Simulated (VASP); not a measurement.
K:

```
CELL_PARAMETERS angstrom
7.38674 0.00000 0.00000
-3.69337 6.39711 0.00000
0.00000 0.00000 4.52807
ATOMIC_POSITIONS crystal
K 0.00000 0.00000 0.00000
K 0.33333 0.66667 0.50000
K 0.66667 0.33333 0.50000
```

This isn't the form of K at room conditions, which is bcc.

- Program: VASP 6.6.1
- Task: relaxation of cell and atoms
- Functional: PBE
- Potentials or basis: VASP PAW PBE potentials, release 64 (K_sv)
- Cutoff: 600 eV
- k mesh: 5 × 5 × 7
- Occupations: fermi-dirac, width 0.1 eV
- Spin: no spin polarisation

At the start: pressure 0.2 GPa; volume 71.32 Å³/atom.

Question: Where does the relaxation end?

Answer: Over 7 steps the energy falls by 2.4 meV/atom and the volume is 74.23 Å³/atom (+4.1 %); space group P6/mmm (No. 191, to 0.1 Å) before and after.

The path:
| step | energy change (eV) | largest force (eV/Å) | pressure (GPa) | volume (Å³) |
| --- | --- | --- | --- | --- |
| 1 | 0.0000 | 0.0000 | 0.16 | 213.97 |
| 2 | -0.0029 | 0.0000 | 0.12 | 216.18 |
| 3 | -0.0070 | 0.0000 | 0.00 | 222.89 |
| 4 | -0.0071 | 0.0000 | -0.02 | 224.01 |
| 5 | -0.0071 | 0.0000 | -0.01 | 223.81 |
| 6 | -0.0072 | 0.0000 | -0.01 | 223.51 |
| 7 | -0.0073 | 0.0000 | 0.00 | 222.70 |

Final structure:
```
K
1.0
     7.55819    0.00000    0.00000
    -3.77909    6.54558    0.00000
     0.00000    0.00000    4.50148
K
3
Direct
  0.00000 0.00000 0.00000
  0.33333 0.66667 0.50000
  0.66667 0.33333 0.50000
```
